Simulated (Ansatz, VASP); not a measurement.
## One calculation of BaS, two programs

File INCAR:

```
SYSTEM = BaS
  PREC = Accurate
  ENCUT = 520
  EDIFF = 1E-6
  ISMEAR = 0
  SIGMA = 0.05
  LREAL = .False.
  LASPH = .True.
  NELM = 100
  ALGO = Normal
  ISIF = 2
  LWAVE = .False.
  LCHARG = .False.
  GGA = PS
  NBANDS = 15
```

The input KPOINTS:

```
regular mesh
0
Gamma
  8 8 8
  0 0 0
```

The input POSCAR:

```
BaS
1.0
    0.0000000000      3.4941630040      3.4941630040
    3.4941630040      0.0000000000      3.4941630040
    3.4941630040      3.4941630040      0.0000000000
Ba S
1 1
Direct
    0.0000000000      0.0000000000      0.0000000000
    0.2500000000      0.2500000000      0.2500000000
```

Input for Ansatz:

```yaml
crystal:
  lattice:
    - [0.0, 3.494163004, 3.494163004]
    - [3.494163004, 0.0, 3.494163004]
    - [3.494163004, 3.494163004, 0.0]
  atoms:
    - { symbol: Ba, position: [0.0, 0.0, 0.0] }
    - { symbol: S, position: [0.25, 0.25, 0.25] }
basis:
  ecutwfc: 420
  ecutrho_ratio: 4
kpoints:
  mp_grid: { grid: [8, 8, 8] }
hamiltonian:
  xc: pbesol
scf:
  occupations: { method: gaussian, width: 0.05 }
output:
  forces: true
  stress: true
  eigenvalues: true
```

Alike in both runs: task single point; functional PBEsol; k mesh 8 × 8 × 8; occupations gaussian, width 0.05 eV; no spin polarisation.

|  | VASP | Ansatz |
| --- | --- | --- |
| version | VASP 6.6.1 | Ansatz 0.2.0 |
| potentials or method | VASP PAW PBE potentials, release 64 (Ba_sv, S), cutoff 520 eV | scalar-relativistic, plane waves, PAW |
| valence electrons in the cell | 16 | 16 |

Ansatz gave:

| Property | Result |
| --- | --- |
| gap on the k mesh at the Fermi level (eV) | 2.64 |
| least direct gap on the mesh (eV) | 3.36 |
| pressure (GPa) | -0.6 |

Q: Estimate VASP's values.

A: gap on the k mesh at the Fermi level (eV): 2.66; least direct gap on the mesh (eV): 3.32; pressure (GPa): -0.2.

VASP's potentials were made for PBE, not for PBEsol.

Spin-orbit coupling is off throughout.
